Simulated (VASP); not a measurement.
# Sb (R-3m) in VASP: single point with PBEsol

Aim: the single point of Sb with PBEsol.

All numbers are computed with VASP 6.6.1; they aren't measurements. Logs are shortened: lines on timing, memory, paths and dates and some standing lists are left out, and cuts for length are marked.

## (1) The cell of the first run

The structure is trigonal, space group R-3m (No. 166). Conventional cell: a = 4.026 Å, b = 4.026 Å, c = 10.837 Å, α = 90.00°, β = 90.00°, γ = 120.00°. Sb (site symmetry -3m) has 12 Sb at 4.03 to 4.30 Å within 5.3 Å.

## (2) Single point, PBEsol

INCAR

```
  PREC = Accurate
  ENCUT = 520
  EDIFF = 1E-6
  ISMEAR = -1
  SIGMA = 0.1
  LREAL = False
  LASPH = True
  NELM = 80
  ALGO = Normal
  ISIF = 2
  LWAVE = False
  LCHARG = False
  GGA = PS
  NBANDS = 8
```

KPOINTS

```
regular mesh
0
Gamma
  6 6 6
```

POSCAR

```
Sb
1.0
    2.0127500000      1.1620620000      3.6123330000
   -2.0127500000      1.1620620000      3.6123330000
    0.0000000000     -2.3241240000      3.6123330000
Sb
1
Direct
    0.5000000000      0.5000000000      0.5000000000
```

Potentials or basis: VASP PAW PBE potentials, release 64 (Sb).

Run with:

```bash
$ cat potpaw_PBE.64/Sb/POTCAR > POTCAR
$ mpirun -np 1 vasp_std > vasp.out
```

OUTCAR:

```text
PREC = Accurate
   ENCUT = 520
   EDIFF = 1E-6
   ISMEAR = -1
   LREAL = False
   LASPH = True
   NELM = 80
   ISIF = 2
   GGA = PS

 ion  position               nearest neighbor table
   1  0.500  0.500  0.500-

  LATTYP: Found a trigonal (rhomboedric) cell.
 ALAT       =     4.2954045627
 COS(alpha) =     0.5608613771

  Lattice vectors:

 A1 = (   2.0127500000,   1.1620620000,   3.6123330000)
 A2 = (  -2.0127500000,   1.1620620000,   3.6123330000)
 A3 = (   0.0000000000,  -2.3241240000,   3.6123330000)

Analysis of symmetry for initial positions (statically):
=====================================================================
 Subroutine PRICEL returns:
 Original cell was already a primitive cell.

 Routine SETGRP: Setting up the symmetry group for a
 trigonal (rhombohedral) supercell.

 Subroutine GETGRP returns: Found 12 space group operations
 (whereof 12 operations were pure point group operations)
 out of a pool of 12 trial point group operations.

The static configuration has the point symmetry D_3d.

Analysis of symmetry for dynamics (positions and initial velocities):
=====================================================================
 Subroutine PRICEL returns:
 Original cell was already a primitive cell.

 Routine SETGRP: Setting up the symmetry group for a
 trigonal (rhombohedral) supercell.

 Subroutine GETGRP returns: Found 12 space group operations
 (whereof 12 operations were pure point group operations)
 out of a pool of 12 trial point group operations.

The dynamic configuration has the point symmetry D_3d.

 Subroutine INISYM returns: Found 12 space group operations
 (whereof 12 operations are pure point group operations),
 and found     1 'primitive' translations

----------------------------------------------------------------------------------------

                                     Primitive cell

  volume of cell :      50.6942

  direct lattice vectors                    reciprocal lattice vectors
     2.012750000  1.162062000  3.612333000     0.248416346  0.143423214  0.092276469
    -2.012750000  1.162062000  3.612333000    -0.248416346  0.143423214  0.092276469
[... 74 lines left out ...]
   PREC   = accura    normal or accurate (medium, high low for compatibility)
   ISTART =      0    job   : 0-new  1-cont  2-samecut
   ICHARG =      2    charge: 1-file 2-atom 10-const
   ISPIN  =      1    spin polarized calculation?
   LNONCOLLINEAR =      F non collinear calculations
   LSORBIT =      F    spin-orbit coupling
   LASPH  =      T    aspherical Exc in radial PAW
   ENCUT  =  520.0 eV  38.22 Ry    6.18 a.u.   7.99  7.99  7.99*2*pi/ulx,y,z
   NELM   =     80;   NELMIN=  2; NELMDL= -5     # of ELM steps
   EDIFF  = 0.1E-05   stopping-criterion for ELM
   LREAL  =      F    real-space projection
   EDIFFG = 0.1E-04   stopping-criterion for IOM
   NSW    =      0    number of steps for IOM
   IBRION =     -1    ionic relax: 0-MD 1-quasi-New 2-CG
   NFREE  =      0    steps in history (QN), initial steepest desc. (CG)
   ISIF   =      2    stress and relaxation
   ISYM   =      2    0-nonsym 1-usesym 2-fastsym
   POTIM  = 0.5000    time-step for ionic-motion
   TEBEG  =    0.0;   TEEND  =   0.0 temperature during run
   PSTRESS=    0.0 pullay stress
   NELECT =       5.0000    total number of electrons
   NUPDOWN=      -1.0000    fix difference up-down
   EMIN   =  10.00;   EMAX   =-10.00  energy-range for DOS
   EFERMI =   0.00;   METHOD = LEGACY
   ISMEAR =    -1;   SIGMA  =   0.10  broadening in eV -4-tet -1-fermi 0-gaus
   EFERMI_NEDOS =   21; number of points for ismear=-14 and -15
   IALGO  =     38    algorithm
   IMIX   =      4    mixing-type and parameters
     AMIX     =   0.40;   BMIX     =  1.00
     AMIX_MAG =   1.60;   BMIX_MAG =  1.00
  volume/ion in A,a.u.               =      50.69       342.10
  Fermi-wavevector in a.u.,A,eV,Ry     =   0.756389  1.429369  7.784233  0.572125
  Thomas-Fermi vector in A             =   1.854499
   LORBIT       =      0    0 simple, 1 ext, 2 COOP (PROOUT), +10 PAW based schemes
   GGA     = PS    functional components
   LHFCALC =     F    Hartree Fock is set to
   AEXX    =    0.0000 exact exchange contribution
   IVDW    =     0    specifies the selected vdW correction
   LEPSILON=     F    determine dielectric tensor
   LRPA    =     F    only Hartree local field effects (RPA)
 non-spin polarized calculation
  energy-cutoff  :      520.00
  volume of cell :       50.69
 maximum number of plane-waves:      1394
   NGX = 15   NGY = 15   NGZ = 15

 number of electron       5.0000000 magnetization

 Free energy of the ion-electron system (eV)
  ---------------------------------------------------
  ext. energy  EPLUGINS =         0.00000000
  ---------------------------------------------------
  free energy    TOTEN  =        -2.95285920 eV

  energy without entropy =       -2.91270699  energy(sigma->0) =       -2.93278309

 E-fermi :   2.1083     XC(G=0):  -7.8126

 val. band max:        2.0806465504   @ k =   0.1667   0.1667   0.1667
 cond. band min:       2.2183411165   @ k =  -0.3333   0.1667  -0.0000
 fundamental gap:      0.1376945661
 Fermi energy:         2.1083387497

 k-point     1 :       0.0000    0.0000    0.0000
  band No.  band energies     occupation
      1      -7.4988      2.00000
      2       3.5551      0.00000
      3       4.3460      0.00000
      4       4.3460      0.00000
      5       7.5765      0.00000
      6       9.7512      0.00000
      7      10.8460      0.00000
      8      10.8460      0.00000
[... 243 lines left out ...]
 k-point    24 :      -0.3333    0.5000    0.1667
  band No.  band energies     occupation
      1      -5.8888      2.00000
      2       0.1803      2.00000
      3       1.3647      1.99882
      4       1.8831      1.80972
      5       7.6419      0.00000
      6       8.9627      0.00000
      7      11.7377      0.00000
      8      12.8666      0.00000

 [... further k-points ...]
[... 5 lines left out ...]
  --------------------------------------------------------------------------------------
  -------------------------------------------------------------------------------------
  Total       -3.2525240     -3.2525254     -2.7159775      0.0000000      0.0000000      0.0000000
  in kB     -102.7952232   -102.7952667    -85.8378003      0.0000000      0.0000000      0.0000000
  external PRESSURE =     -97.1427634 kB  Pullay stress =       0.0000000 kB

 VOLUME and BASIS-vectors are now :
 -----------------------------------------------------------------------------
  energy-cutoff  :      520.00
  volume of cell :       50.69
      direct lattice vectors                 reciprocal lattice vectors
     2.012750000  1.162062000  3.612333000     0.248416346  0.143423214  0.092276469
    -2.012750000  1.162062000  3.612333000    -0.248416346  0.143423214  0.092276469
     0.000000000 -2.324124000  3.612333000     0.000000000 -0.286846428  0.092276469

 POSITION                                       TOTAL-FORCE (eV/Angst)
 -----------------------------------------------------------------------------------
      0.00000      0.00000      5.41850        -0.000000     -0.000000      0.000000
 -----------------------------------------------------------------------------------
    total drift:                               -0.000000      0.000000      0.000000

  FREE ENERGIE OF THE ION-ELECTRON SYSTEM (eV)
  ---------------------------------------------------
  free  energy   TOTEN  =        -2.9528591951 eV

  energy  without entropy=       -2.9127069939  energy(sigma->0) =       -2.93278309
```

stdout:

```text
POSCAR found type information on POSCAR Sb
 POSCAR found :  1 types and       1 ions
 scaLAPACK will be used
 -----------------------------------------------------------------------------
|                                                                             |
|                                                                             |
|     You enforced a specific xc type in the INCAR file but a different       |
|     I HOPE YOU KNOW WHAT YOU ARE DOING!                                     |
|                                                                             |
 -----------------------------------------------------------------------------

 LDA part: xc-table for (Slater+PW92), standard interpolation
 POSCAR, INCAR and KPOINTS ok, starting setup
 FFT: planning ... GRIDC
 FFT: planning ... GRID_SOFT
 FFT: planning ... GRID
 WAVECAR not read
 entering main loop
```

It took 4.2 s on 1 thread of Intel Xeon 6975P-C (Granite Rapids), shared host; peak memory 0.17 GiB.

What came out:

```
Free energy : -2.9529 eV
Pressure    : -9.7 GPa
```

Levels at points of the mesh, in eV from the Fermi level:
| k point | band 1 | band 2 | band 3 | band 4 | band 5 |
| --- | --- | --- | --- | --- | --- |
| (0.00, 0.00, 0.00) | -9.61 | 1.45 | 2.24 | 2.24 | 5.47 |
| (0.50, 0.00, 0.00) | -8.33 | -2.74 | 1.12 | 1.38 | 5.38 |
| (0.50, 0.50, 0.00) | -8.01 | -2.35 | -0.11 | 0.50 | 4.09 |
| (0.50, 0.50, 0.50) | -8.73 | -2.73 | 1.82 | 1.82 | 6.07 |

Caveat: the PAW data sets were made with another functional, which shifts forces and pressure a little; spin-orbit coupling is left out, which moves the levels of the heavy elements.
